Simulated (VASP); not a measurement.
# Yb (R-3m) in VASP: electric field gradients with PBE

Aim: the electric field gradients of Yb with PBE.

Program: VASP 6.6.1. These are calculated values, not measurements. Logs are shortened: lines on timing, memory, paths and dates and some standing lists are left out, and cuts for length are marked.

## 1. The cell of the first run

The structure is trigonal, space group R-3m (No. 166). The conventional cell has a = 3.899 Å, b = 3.899 Å, c = 9.407 Å, α = 90.00°, β = 90.00°, γ = 120.00°. Within 5.1 Å of Yb (site symmetry -3m) lie 12 Yb at 3.86 to 3.90 Å.

## 2. Electric field gradients, PBE (equal xy, yz and zx shear strains of -1 %)

INCAR

```
SYSTEM = Yb
PREC = Accurate
ENCUT = 520
EDIFF = 1E-8
ISMEAR = -1
SIGMA = 0.05
LREAL = .False.
LASPH = .True.
NELM = 80
ALGO = Normal
ISIF = 2
LWAVE = .False.
LCHARG = .False.
GGA = PE
LEFG = .True.
NBANDS = 18
```

KPOINTS

```
regular mesh
0
Gamma
  13 13 13
  0 0 0
```

POSCAR

```
Yb
1.0
   -0.0274310000      2.7293845000      2.7293845000
    2.7293845000     -0.0274310000      2.7293845000
    2.7293845000      2.7293845000     -0.0274310000
Yb
1
Direct
    0.0000000000      0.0000000000      0.0000000000
```

Potentials or basis: VASP PAW PBE potentials, release 64 (Yb).

Run with:

```
$ cat potpaw_PBE.64/Yb/POTCAR > POTCAR
$ mpirun -np 1 vasp_std > vasp.out
```

OUTCAR:

```text
SYSTEM = Yb
   PREC = Accurate
   ENCUT = 520
   EDIFF = 1E-8
   ISMEAR = -1
   LREAL = .False.
   LASPH = .True.
   NELM = 80
   ISIF = 2
   GGA = PE

 ion  position               nearest neighbor table
   1  0.000  0.000  0.000-

  LATTYP: Found a trigonal (rhomboedric) cell.
 ALAT       =     3.8600300462
 COS(alpha) =     0.4899250057

  Lattice vectors:

 A1 = (  -0.0274310000,   2.7293845000,   2.7293845000)
 A2 = (   2.7293845000,  -0.0274310000,   2.7293845000)
 A3 = (   2.7293845000,   2.7293845000,  -0.0274310000)

Analysis of symmetry for initial positions (statically):
=====================================================================
 Subroutine PRICEL returns:
 Original cell was already a primitive cell.

 Routine SETGRP: Setting up the symmetry group for a
 trigonal (rhombohedral) supercell.

 Subroutine GETGRP returns: Found 12 space group operations
 (whereof 12 operations were pure point group operations)
 out of a pool of 12 trial point group operations.

The static configuration has the point symmetry D_3d.

Analysis of symmetry for dynamics (positions and initial velocities):
=====================================================================
 Subroutine PRICEL returns:
 Original cell was already a primitive cell.

 Routine SETGRP: Setting up the symmetry group for a
 trigonal (rhombohedral) supercell.

 Subroutine GETGRP returns: Found 12 space group operations
 (whereof 12 operations were pure point group operations)
 out of a pool of 12 trial point group operations.

The dynamic configuration has the point symmetry D_3d.

 Subroutine INISYM returns: Found 12 space group operations
 (whereof 12 operations are pure point group operations),
 and found     1 'primitive' translations

----------------------------------------------------------------------------------------

                                     Primitive cell

  volume of cell :      41.2783

  direct lattice vectors                    reciprocal lattice vectors
    -0.027431000  2.729384500  2.729384500    -0.180452681  0.182284688  0.182284688
     2.729384500 -0.027431000  2.729384500     0.182284688 -0.180452681  0.182284688
     2.729384500  2.729384500 -0.027431000     0.182284688  0.182284688 -0.180452681

  length of vectors
     3.860030046  3.860030046  3.860030046     0.314672186  0.314672186  0.314672186

  position of ions in fractional coordinates (direct lattice)
     0.000000000  0.000000000  0.000000000

  ion indices of the primitive-cell ions
   primitive index   ion index
                 1           1

----------------------------------------------------------------------------------------

 KPOINTS: regular mesh

Automatic generation of k-mesh.
 Grid dimensions read from file:
 generate k-points for:   13   13   13

 Generating k-lattice:

  Cartesian coordinates                     Fractional coordinates (reciprocal lattice)
    -0.013880975  0.014021899  0.014021899     0.076923077  0.000000000  0.000000000
     0.014021899 -0.013880975  0.014021899     0.000000000  0.076923077  0.000000000
     0.014021899  0.014021899 -0.013880975     0.000000000  0.000000000  0.076923077

  Length of vectors
     0.024205553  0.024205553  0.024205553

  Shift w.r.t. Gamma in fractional coordinates (k-lattice)
     0.000000000  0.000000000  0.000000000

 Subroutine IBZKPT returns following result:
 ===========================================

 Found    231 irreducible k-points:

 Following reciprocal coordinates:
            Coordinates               Weight
  0.000000  0.000000  0.000000      1.000000
  0.076923  0.000000  0.000000      6.000000
  0.153846 -0.000000 -0.000000      6.000000
  0.230769  0.000000 -0.000000      6.000000
  0.307692 -0.000000 -0.000000      6.000000
  0.384615  0.000000  0.000000      6.000000
[... 16 lines left out ...]
  0.384615  0.153846  0.000000     12.000000
  0.461538  0.153846  0.000000     12.000000
 [... further k-points ...]
   k-points           NKPTS =    231   k-points in BZ     NKDIM =    231   number of bands    NBANDS=     18
   number of dos      NEDOS =    301   number of ions     NIONS =      1
   total plane-waves  NPLWV =  27000
   dimension x,y,z NGX =    30 NGY =   30 NGZ =   30
   dimension x,y,z NGXF=    60 NGYF=   60 NGZF=   60
   ions per type =               1
   NGX,Y,Z   is equivalent  to a cutoff of  12.92, 12.92, 12.92 a.u.
   NGXF,Y,Z  is equivalent  to a cutoff of  25.84, 25.84, 25.84 a.u.
 SYSTEM =  Yb
   PREC   = accura    normal or accurate (medium, high low for compatibility)
   ISTART =      0    job   : 0-new  1-cont  2-samecut
   ICHARG =      2    charge: 1-file 2-atom 10-const
   ISPIN  =      1    spin polarized calculation?
   LNONCOLLINEAR =      F non collinear calculations
   LSORBIT =      F    spin-orbit coupling
   LASPH  =      T    aspherical Exc in radial PAW
   ENCUT  =  520.0 eV  38.22 Ry    6.18 a.u.   7.18  7.18  7.18*2*pi/ulx,y,z
   NELM   =     80;   NELMIN=  2; NELMDL= -5     # of ELM steps
   EDIFF  = 0.1E-07   stopping-criterion for ELM
   LREAL  =      F    real-space projection
   EDIFFG = 0.1E-06   stopping-criterion for IOM
   NSW    =      0    number of steps for IOM
   IBRION =     -1    ionic relax: 0-MD 1-quasi-New 2-CG
   NFREE  =      0    steps in history (QN), initial steepest desc. (CG)
   ISIF   =      2    stress and relaxation
   ISYM   =      2    0-nonsym 1-usesym 2-fastsym
   POTIM  = 0.5000    time-step for ionic-motion
   TEBEG  =    0.0;   TEEND  =   0.0 temperature during run
   PSTRESS=    0.0 pullay stress
   NELECT =      24.0000    total number of electrons
   NUPDOWN=      -1.0000    fix difference up-down
   EMIN   =  10.00;   EMAX   =-10.00  energy-range for DOS
   EFERMI =   0.00;   METHOD = LEGACY
   ISMEAR =    -1;   SIGMA  =   0.05  broadening in eV -4-tet -1-fermi 0-gaus
   EFERMI_NEDOS =   21; number of points for ismear=-14 and -15
   IALGO  =     38    algorithm
   IMIX   =      4    mixing-type and parameters
     AMIX     =   0.40;   BMIX     =  1.00
     AMIX_MAG =   1.60;   BMIX_MAG =  1.00
  volume/ion in A,a.u.               =      41.28       278.56
  Fermi-wavevector in a.u.,A,eV,Ry     =   1.366379  2.582082 25.401961  1.866991
  Thomas-Fermi vector in A             =   2.492525
   LORBIT       =      0    0 simple, 1 ext, 2 COOP (PROOUT), +10 PAW based schemes
   GGA     = PE    functional components
   LHFCALC =     F    Hartree Fock is set to
   AEXX    =    0.0000 exact exchange contribution
   IVDW    =     0    specifies the selected vdW correction
   LEPSILON=     F    determine dielectric tensor
   LRPA    =     F    only Hartree local field effects (RPA)
 non-spin polarized calculation
  energy-cutoff  :      520.00
  volume of cell :       41.28
 maximum number of plane-waves:      1128
 NGX is ok and might be reduce to    30
   NGX = 15   NGY = 15   NGZ = 15

 number of electron      23.9999994 magnetization

 Free energy of the ion-electron system (eV)
  ---------------------------------------------------
  ext. energy  EPLUGINS =         0.00000000
  ---------------------------------------------------
  free energy    TOTEN  =        -3.52245841 eV

  energy without entropy =       -3.50576342  energy(sigma->0) =       -3.51411092

 E-fermi :   1.1731     XC(G=0):  -8.8565

 val. band max:        1.1723142661   @ k =  -0.3077   0.3077   0.2308
 cond. band min:       1.1867443126   @ k =  -0.3077   0.4615   0.2308
 fundamental gap:      0.0144300465
 Fermi energy:         1.1730580663

 k-point     1 :       0.0000    0.0000    0.0000
  band No.  band energies     occupation
      1     -50.6731      2.00000
      2     -22.9352      2.00000
      3     -22.9352      2.00000
      4     -22.9348      2.00000
      5      -3.6947      2.00000
      6       0.7389      1.99966
[... 10 lines left out ...]
     17       5.7351      0.00000
     18      10.0618      0.00000

 k-point     2 :       0.0769    0.0000    0.0000
  band No.  band energies     occupation
      1     -50.6727      2.00000
      2     -22.9473      2.00000
      3     -22.9367      2.00000
      4     -22.9366      2.00000
      5      -3.5759      2.00000
      6       0.7403      1.99965
[... 10 lines left out ...]
     17       5.6671      0.00000
     18      10.3529      0.00000

 k-point     3 :       0.1538   -0.0000   -0.0000
  band No.  band energies     occupation
      1     -50.6714      2.00000
      2     -22.9809      2.00000
      3     -22.9414      2.00000
      4     -22.9411      2.00000
      5      -3.2287      2.00000
      6       0.7445      1.99962
[... 412 lines left out ...]
 k-point    23 :       0.3846    0.1538    0.0000
  band No.  band energies     occupation
      1     -50.6659      2.00000
      2     -23.0900      2.00000
      3     -22.9761      2.00000
      4     -22.9722      2.00000
      5      -1.3624      2.00000
      6       0.7703      1.99937
[... 10 lines left out ...]
     17       6.8254      0.00000
     18       8.5613      0.00000

 k-point    24 :       0.4615    0.1538    0.0000
  band No.  band energies     occupation
      1     -50.6647      2.00000
      2     -23.1174      2.00000
      3     -22.9859      2.00000
      4     -22.9745      2.00000
      5      -0.6325      2.00000
      6       0.7697      1.99937
[... 10 lines left out ...]
     17       7.1185      0.00000
     18       7.6437      0.00000

 [... further k-points ...]
[... 5 lines left out ...]
  --------------------------------------------------------------------------------------
  -------------------------------------------------------------------------------------
  Total       -0.6417823     -0.6417823     -0.6417823      0.0359532      0.0359532      0.0359532
  in kB      -24.9101337    -24.9101337    -24.9101337      1.3954883      1.3954883      1.3954883
  external PRESSURE =     -24.9101337 kB  Pullay stress =       0.0000000 kB

 VOLUME and BASIS-vectors are now :
 -----------------------------------------------------------------------------
  energy-cutoff  :      520.00
  volume of cell :       41.28
      direct lattice vectors                 reciprocal lattice vectors
    -0.027431000  2.729384500  2.729384500    -0.180452681  0.182284688  0.182284688
     2.729384500 -0.027431000  2.729384500     0.182284688 -0.180452681  0.182284688
     2.729384500  2.729384500 -0.027431000     0.182284688  0.182284688 -0.180452681

 POSITION                                       TOTAL-FORCE (eV/Angst)
 -----------------------------------------------------------------------------------
      0.00000      0.00000      0.00000         0.000000     -0.000000     -0.000000
 -----------------------------------------------------------------------------------
    total drift:                               -0.000000     -0.000000      0.000000

  FREE ENERGIE OF THE ION-ELECTRON SYSTEM (eV)
  ---------------------------------------------------
  free  energy   TOTEN  =        -3.5224584120 eV

  energy  without entropy=       -3.5057634230  energy(sigma->0) =       -3.51411092

 Electric field gradients (V/A^2)
---------------------------------------------------------------------
 ion       V_xx      V_yy      V_zz      V_xy      V_xz      V_yz
---------------------------------------------------------------------
   1       0.000    -0.000    -0.000     4.173     4.173     4.173
---------------------------------------------------------------------

 Electric field gradients after diagonalization (V/A^2)
 (convention: |V_zz| > |V_xx| > |V_yy|)
----------------------------------------------------------------------
 ion       V_xx      V_yy      V_zz     asymmetry (V_yy - V_xx)/ V_zz
----------------------------------------------------------------------
   1      -4.173    -4.173     8.346       0.000
----------------------------------------------------------------------

           NMR quadrupolar parameters

 Cq : quadrupolar parameter    Cq=e*Q*V_zz/h
 eta: asymmetry parameters     (V_yy - V_xx)/ V_zz
 Q  : nuclear electric quadrupole moment in mb (millibarn)
----------------------------------------------------------------------
 ion       Cq(MHz)       eta       Q (mb)
----------------------------------------------------------------------
   1       0.020       0.000       1.000
----------------------------------------------------------------------
```

Wall time 7.3 min (1 thread of Intel Xeon Platinum 8259CL at 2.50GHz (Skylake/Cascade Lake), shared host); peak memory 0.32 GiB.

Results:

| Property | Result |
| --- | --- |
| Free energy | -3.5225 eV |
| Pressure | -2.5 GPa |
| Band gap on the k mesh | zero (band 12 reaches 1.19 eV, above the bottom of band 13 at 1.15 eV) |

Levels at points of the mesh, in eV from the Fermi level:
| k point | band 9 | band 10 | band 11 | band 12 | band 13 | band 14 | band 15 | band 16 |
| --- | --- | --- | --- | --- | --- | --- | --- | --- |
| (0.00, 0.00, 0.00) | -0.36 | -0.29 | -0.29 | -0.29 | 2.67 | 2.67 | 2.82 | 4.56 |

Electric field gradients, principal values (V/Å²):
```csv
atom,least,middle,greatest (by size)
1 Yb,-4.173,-4.173,8.346
```

Caveat: the cell differs from its parent crystal (equal xy, yz and zx shear strains of -1 %); without QUAD_EFG the Cq values of the log hold for a quadrupole moment of 1 mb, not for the nuclei; spin-orbit coupling is left out, which moves the levels of the heavy elements. Spin polarisation is off, so any magnetic state and its effect on volume and gap are missing.
